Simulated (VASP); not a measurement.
Zn2Si3N3:

```xyz
8
Lattice="3.1000 0.0000 0.0000 0.0000 3.1000 0.0000 0.0000 0.0000 10.2000" Properties=species:S:1:pos:R:3 pbc="T T T"
Zn    1.5500    0.0000    7.0380
Zn    0.0000    1.5500    3.1620
Si    0.0000    1.5500    9.3330
Si    1.5500    0.0000    0.8670
Si    0.0000    0.0000    5.1000
N     0.0000    0.0000    0.0000
N     1.5500    1.5500    1.7340
N     1.5500    1.5500    8.4660
```

| Property | Result |
| --- | --- |
| Program | VASP 6.6.1 |
| Task | relaxation of cell and atoms |
| Functional | PBE |
| Potentials or basis | VASP PAW PBE potentials, release 64 (Zn, Si, N) |
| Cutoff | 600 eV |
| k mesh | 5 × 5 × 2 |
| Occupations | gaussian, width 0.2 eV |
| Spin | no spin polarisation |

At the start: pressure 3.6 GPa; volume 12.25 Å³/atom.

Q: How do energy, volume and symmetry change on relaxing?

A: Over 9 steps the energy falls by 105.1 meV/atom and the volume is 12.15 Å³/atom (-0.8 %); space group P-4m2 (No. 115, to 0.1 Å) before and after.

The path:
```csv
step,energy change (eV),largest force (eV/Å),pressure (GPa),volume (Å³)
1,0.0000,3.1937,3.56,98.02
2,-0.5513,0.7682,-3.20,101.94
3,-0.5517,0.8056,-3.34,102.05
4,-0.6827,0.9339,0.47,98.79
5,-0.7109,1.0312,3.48,96.58
6,-0.7917,0.5760,2.60,96.51
7,-0.8344,0.0869,1.47,96.41
8,-0.8345,0.0809,1.44,96.41
9,-0.8406,0.0588,0.20,97.24
```

Final structure:
```xyz
8
Lattice="3.0638 0.0000 0.0000 0.0000 3.0638 0.0000 0.0000 0.0000 10.3591" Properties=species:S:1:pos:R:3 pbc="T T T"
Zn    1.5319    0.0000    6.9898
Zn    0.0000    1.5319    3.3693
Si    0.0000    1.5319    9.2502
Si    1.5319    0.0000    1.1088
Si    0.0000    3.0638    5.1795
N     0.0000    3.0638    0.0000
N     1.5319    1.5319    1.9193
N     1.5319    1.5319    8.4397
```

Caveat: the k points lie up to 0.41 Å⁻¹ apart in the final cell, too coarse for converged energies and pressures of a metal; the relaxation stopped at a loose force limit of 0.08 eV/Å, so its end isn't a converged minimum.
